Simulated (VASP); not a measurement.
# TiO2 (I4_1/amd) in VASP: further runs, part 2 of 2

VASP 6.6.1. Earlier steps stand in the parts before.

## (3) Single point, r2SCAN (strain -0.030 along x and y, +0.015 along z)

POSCAR reads:

```
TiO2
1.0
   -1.8323030467      1.8323030467      4.8632698918
    1.8323030467     -1.8323030467      4.8632698918
    1.8323030467      1.8323030467     -4.8632698918
Ti O
2 4
Direct
    0.0000000000      0.0000000000      0.0000000000
    0.7500000000      0.2500000000      0.5000000000
    0.2073045411      0.2073045411      0.0000000000
    0.9573045411      0.4573045411      0.5000000000
    0.5426954589      0.0426954589      0.5000000000
    0.7926954589      0.7926954589      0.0000000000
```

INCAR.step1 reads:

```
PREC = Accurate
ENCUT = 520
ISMEAR = 0
SIGMA = 0.05
LREAL = False
LASPH = True
NELM = 100
NBANDS = 33
GGA = PE
ALGO = Normal
EDIFF = 1E-4
LWAVE = True
LCHARG = False
```

INCAR.step2 reads:

```
PREC = Accurate
ENCUT = 520
EDIFF = 1E-6
ISMEAR = 0
SIGMA = 0.05
LREAL = False
LASPH = True
NELM = 100
ALGO = Normal
ISIF = 2
LWAVE = False
LCHARG = True
METAGGA = R2SCAN
LMIXTAU = True
LELF = True
LVHAR = True
NBANDS = 33
ISTART = 1
```

KPOINTS reads:

```
Automatic mesh
0
Gamma
  8 8 8
```

Potentials or basis: VASP PAW PBE potentials, release 64 (Ti_sv, O).

On the command line:

```
$ cat potpaw_PBE.64/Ti_sv/POTCAR potpaw_PBE.64/O/POTCAR > POTCAR
$ cp INCAR.step1 INCAR
$ mpirun -np 1 vasp_std > vasp.out
$ cp INCAR.step2 INCAR
$ mpirun -np 1 vasp_std > vasp.out
```

OUTCAR:

```text
PREC = Accurate
   ENCUT = 520
   EDIFF = 1E-6
   ISMEAR = 0
   LREAL = False
   LASPH = True
   NELM = 100
   ISIF = 2
   METAGGA = R2SCAN
   ISTART = 1

 ion  position               nearest neighbor table
   1  0.000  0.000  0.000-   4 1.88   5 1.88   5 1.88   4 1.88   3 2.02   6 2.02
   2  0.750  0.250  0.500-   3 1.88   6 1.88   6 1.88   3 1.88   4 2.02   5 2.02
   3  0.207  0.207  0.000-   2 1.88   2 1.88   1 2.02
   4  0.957  0.457  0.500-   1 1.88   1 1.88   2 2.02
   5  0.543  0.043  0.500-   1 1.88   1 1.88   2 2.02
   6  0.793  0.793  0.000-   2 1.88   2 1.88   1 2.02

  LATTYP: Found a body centered tetragonal cell.
 ALAT       =     3.6646060934
 C/A-ratio  =     2.6541842522

  Lattice vectors:

 A1 = (  -1.8323030467,   1.8323030467,   4.8632698918)
 A2 = (   1.8323030467,  -1.8323030467,   4.8632698918)
 A3 = (   1.8323030467,   1.8323030467,  -4.8632698918)

Analysis of symmetry for initial positions (statically):
=====================================================================
 Subroutine PRICEL returns:
 Original cell was already a primitive cell.

 Routine SETGRP: Setting up the symmetry group for a
 body centered tetragonal supercell.

 Subroutine GETGRP returns: Found 16 space group operations
 (whereof  8 operations were pure point group operations)
 out of a pool of 16 trial point group operations.

The static configuration has the point symmetry D_2d.
 The point group associated with its full space group is D_4h.

Analysis of symmetry for dynamics (positions and initial velocities):
=====================================================================
 Subroutine PRICEL returns:
 Original cell was already a primitive cell.

 Routine SETGRP: Setting up the symmetry group for a
 body centered tetragonal supercell.

 Subroutine GETGRP returns: Found 16 space group operations
 (whereof  8 operations were pure point group operations)
[... 133 lines left out ...]
  Fermi-wavevector in a.u.,A,eV,Ry     =   1.477387  2.791856 29.697057  2.182672
  Thomas-Fermi vector in A             =   2.591797
   LORBIT       =      0    0 simple, 1 ext, 2 COOP (PROOUT), +10 PAW based schemes
   METAGGA = R2SCAN    functional components
   LHFCALC =     F    Hartree Fock is set to
   AEXX    =    0.0000 exact exchange contribution
   IVDW    =     0    specifies the selected vdW correction
   LEPSILON=     F    determine dielectric tensor
   LRPA    =     F    only Hartree local field effects (RPA)
 non-spin polarized calculation
 Gauss-broadening in eV      SIGMA  =   0.05
  energy-cutoff  :      520.00
  volume of cell :       65.31
 maximum number of plane-waves:      1783
 NGX is ok and might be reduce to    42
   NGX = 21   NGY = 21   NGZ = 21

 number of electron      48.0000005 magnetization

 Free energy of the ion-electron system (eV)
  ---------------------------------------------------
  ext. energy  EPLUGINS =         0.00000000
  ---------------------------------------------------
  free energy    TOTEN  =       -69.63920943 eV

  energy without entropy =      -69.63920943  energy(sigma->0) =      -69.63920943

 E-fermi :   3.8799     XC(G=0): -11.7034

 val. band max:        3.4688708812   @ k =  -0.3750   0.3750   0.0000
 cond. band min:       6.2356898953   @ k =   0.0000   0.0000   0.0000
 fundamental gap:      2.7668190141
 Fermi energy:         3.8798921145

 k-point     1 :       0.0000    0.0000    0.0000
  band No.  band energies     occupation
      1     -54.8876      2.00000
      2     -54.8251      2.00000
      3     -30.3403      2.00000
      4     -30.0963      2.00000
      5     -30.0963      2.00000
      6     -30.0285      2.00000
[... 853 lines left out ...]
     32      10.6233      0.00000
     33      11.7020      0.00000

 [... further k-points ...]

------------------------ aborting loop because EDIFF is reached ----------------------------------------

  FORCE on cell =-STRESS in cart. coord.  units (eV):
  Direction    XX          YY          ZZ          XY          YZ          ZX
  --------------------------------------------------------------------------------------
  -------------------------------------------------------------------------------------
  Total        7.2507886      7.2507886      1.8446982      0.0000000      0.0000000      0.0000000
  in kB      177.8741582    177.8741582     45.2535801      0.0000000      0.0000000      0.0000000
  external PRESSURE =     133.6672989 kB  Pullay stress =       0.0000000 kB

 VOLUME and BASIS-vectors are now :
 -----------------------------------------------------------------------------
  energy-cutoff  :      520.00
  volume of cell :       65.31
      direct lattice vectors                 reciprocal lattice vectors
    -1.832303047  1.832303047  4.863269892     0.000000000  0.272880625  0.102811485
     1.832303047 -1.832303047  4.863269892     0.272880625  0.000000000  0.102811485
     1.832303047  1.832303047 -4.863269892     0.272880625  0.272880625  0.000000000

 POSITION                                       TOTAL-FORCE (eV/Angst)
 -----------------------------------------------------------------------------------
      0.00000      0.00000      0.00000        -0.000000     -0.000000     -0.000000
     -0.00000      1.83230      2.43163        -0.000000     -0.000000     -0.000000
      0.00000      0.00000      2.01636        -0.000000      0.000000     -0.364522
      0.00000      1.83230      4.44799         0.000000     -0.000000     -0.364522
     -0.00000      1.83230      0.41528         0.000000     -0.000000      0.364522
      0.00000      0.00000      7.71018        -0.000000      0.000000      0.364522
 -----------------------------------------------------------------------------------
    total drift:                               -0.000000     -0.000000      0.000000

  FREE ENERGIE OF THE ION-ELECTRON SYSTEM (eV)
  ---------------------------------------------------
  free  energy   TOTEN  =       -69.6392094338 eV

  energy  without entropy=      -69.6392094338  energy(sigma->0) =      -69.63920943
```

OSZICAR.step1:

```text
N       E                     dE             d eps       ncg     rms          rms(c)
DAV:   1     0.665621841767E+03    0.66562E+03   -0.24327E+04  3894   0.170E+03
DAV:   2     0.304946864805E+02   -0.63513E+03   -0.58863E+03  4226   0.513E+02
DAV:   3    -0.651458487881E+02   -0.95641E+02   -0.93856E+02  5293   0.191E+02
DAV:   4    -0.702203006687E+02   -0.50745E+01   -0.50643E+01  5884   0.424E+01
DAV:   5    -0.703905033879E+02   -0.17020E+00   -0.17018E+00  4896   0.615E+00    0.343E+01
DAV:   6    -0.534300658190E+02    0.16960E+02   -0.74872E+01  5486   0.906E+01    0.105E+01
DAV:   7    -0.536807696931E+02   -0.25070E+00   -0.13739E+01  5272   0.309E+01    0.102E+01
DAV:   8    -0.535359360298E+02    0.14483E+00   -0.55360E-01  5173   0.735E+00    0.599E+00
DAV:   9    -0.535742441943E+02   -0.38308E-01   -0.49305E-01  5668   0.713E+00    0.176E+00
DAV:  10    -0.535556499963E+02    0.18594E-01   -0.13946E-01  5318   0.433E+00    0.806E-01
DAV:  11    -0.535502860263E+02    0.53640E-02   -0.23325E-02  5430   0.979E-01    0.219E-01
DAV:  12    -0.535502283333E+02    0.57693E-04   -0.13235E-03  4682   0.455E-01    0.918E-02
DAV:  13    -0.535501638521E+02    0.64481E-04   -0.55813E-04  4955   0.327E-01
   1 F= -.53550164E+02 E0= -.53550164E+02  d E =-.291804E-16
```

It took 23 min on 1 thread of Intel Xeon 8259CL, shared host; peak memory 0.34 GiB.

Results:

```
Free energy            : -69.6392 eV
Pressure               : 13.4 GPa
Largest force          : 0.365 eV/Å
Band gap on the k mesh : 2.77 eV (least direct gap 3.14 eV)
```

Forces in eV/Å, atoms in the order of the input:
```
Ti   0.000  0.000  0.000
Ti   0.000  0.000  0.000
O    0.000  0.000 -0.365
O    0.000  0.000 -0.365
O    0.000  0.000  0.365
O    0.000  0.000  0.365
```

Caveat: the cell differs from its parent crystal (strain -0.030 along x and y, +0.015 along z); the cell stands under pressure; the PAW data sets were made with another functional, which shifts forces and pressure a little. A k mesh can miss the band edges.

## (4) Single point, r2SCAN (strain -0.030 along x and y, +0.030 along z)

Changes to POSCAR since step 3:

```diff
@@ -2,5 +2,5 @@
 1.0
-   -1.8323030467      1.8323030467      4.8632698918
-    1.8323030467     -1.8323030467      4.8632698918
-    1.8323030467      1.8323030467     -4.8632698918
+   -1.8323030467      1.8323030467      4.9351408754
+    1.8323030467     -1.8323030467      4.9351408754
+    1.8323030467      1.8323030467     -4.9351408754
 Ti O
```

INCAR.step1 reads:

```
PREC = Accurate ; ENCUT = 520
ISMEAR = 0 ; SIGMA = 0.05
LREAL = False ; LASPH = True
NELM = 80 ; NBANDS = 33
GGA = PE ; ALGO = Normal
EDIFF = 1E-4 ; LWAVE = True
LCHARG = False
```

INCAR.step2 reads:

```
PREC = Accurate ; ENCUT = 520
EDIFF = 1E-6 ; ISMEAR = 0
SIGMA = 0.05 ; LREAL = False
LASPH = True ; NELM = 80
ALGO = Normal ; ISIF = 2
LWAVE = False ; LCHARG = False
METAGGA = R2SCAN ; LMIXTAU = True
NBANDS = 33 ; ISTART = 1
```

KPOINTS reads:

```
regular mesh
0
Gamma
  8 8 8
```

On the command line:

```
$ cat potpaw_PBE.64/Ti_sv/POTCAR potpaw_PBE.64/O/POTCAR > POTCAR
$ cp INCAR.step1 INCAR
$ mpirun -np 1 vasp_std > vasp.out
$ cp INCAR.step2 INCAR
$ mpirun -np 1 vasp_std > vasp.out
```

It took 25 min on 1 thread of Intel Xeon 8259CL, shared host; peak memory 0.34 GiB.

It converged, with:

- Free energy: -69.6513 eV
- Pressure: 9.8 GPa
- Largest force: 0.589 eV/Å
- Band gap on the k mesh: 2.75 eV (least direct gap 3.15 eV)

Forces in eV/Å, atoms in the order of the input:
```
Ti   0.000  0.000  0.000
Ti   0.000  0.000  0.000
O    0.000  0.000 -0.589
O    0.000  0.000 -0.589
O    0.000  0.000  0.589
O    0.000  0.000  0.589
```

Stress tensor (GPa, compression positive):
```
15.22  0.00  0.00
 0.00 15.22  0.00
 0.00  0.00 -0.92
```

Levels at points of the mesh, in eV from the valence-band top:
| k point | band 21 | band 22 | band 23 | band 24 | band 25 | band 26 | band 27 | band 28 |
| --- | --- | --- | --- | --- | --- | --- | --- | --- |
| (0.00, 0.00, 0.00) | -1.01 | -1.00 | -0.52 | -0.52 | 2.75 | 3.36 | 4.78 | 4.78 |
| (0.50, 0.00, 0.00) | -1.96 | -1.03 | -1.01 | -0.80 | 4.01 | 4.09 | 4.18 | 4.31 |
| (0.50, 0.50, 0.00) | -2.26 | -2.26 | -0.02 | -0.02 | 3.81 | 3.81 | 4.34 | 4.34 |
| (0.50, 0.50, 0.50) | -1.41 | -1.41 | -0.19 | -0.19 | 3.04 | 3.04 | 4.53 | 4.53 |

Caveat: the cell differs from its parent crystal (strain -0.030 along x and y, +0.030 along z); the cell stands under pressure; the PAW data sets were made with another functional, which shifts forces and pressure a little. A k mesh can miss the band edges.

## (5) The runs side by side

```csv
cell,gap on the mesh (eV),pressure (GPa),largest force (eV/Å)
"a = 5.447 Å, angles 140.7, 140.7, 56.8°, 6 atoms",2.79,17.3,0.09
"a = 5.511 Å, angles 141.2, 141.2, 56.1°, 6 atoms",2.77,13.4,0.36
"a = 5.574 Å, angles 141.6, 141.6, 55.4°, 6 atoms",2.75,9.8,0.59
```

Alike in all rows: task single point; level r2SCAN; potentials or basis VASP PAW PBE potentials, release 64 (Ti_sv, O); no spin polarisation; k mesh 8 × 8 × 8; cutoff (eV) 520; smearing gaussian 0.05 eV.

Caveats: the cell stands under pressure; the PAW data sets were made with another functional, which shifts forces and pressure a little.

Total energies depend on the potentials used, so only differences within one code and one set of settings carry meaning.
